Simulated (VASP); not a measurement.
TiTe2:

```
Ti Te
1.0
     0.00000    3.44286    3.44286
     3.44286    0.00000    3.44286
     3.44286    3.44286    0.00000
Ti Te
1 2
Direct
  0.00000 0.00000 0.00000
  0.25000 0.25000 0.25000
  0.75000 0.75000 0.75000
```

Base run:

```yaml
Program: VASP 6.6.1
Functional: PBEsol
Potentials_or_basis: VASP PAW PBE potentials, release 64 (Ti_sv, Te)
Cutoff: 500 eV
k_mesh: 10 × 10 × 10
Occupations: gaussian, width 0.05 eV
Spin: no spin polarisation
```

Its results: band gap on the k mesh zero (band 12 reaches 7.29 eV, above the bottom of band 13 at 7.01 eV); pressure -3.0 GPa.

Q: The run is repeated on the same cell with these changes: functional from PBEsol to r2SCAN; cutoff from 500 eV to 550 eV. What comes out?

A: Band gap on the k mesh zero (band 12 reaches 7.61 eV, above the bottom of band 13 at 7.32 eV); pressure 0.0 GPa.

Caveats: the PAW data sets were made with another functional, which shifts forces and pressure a little; spin-orbit coupling is left out, which moves the levels of the heavy elements.
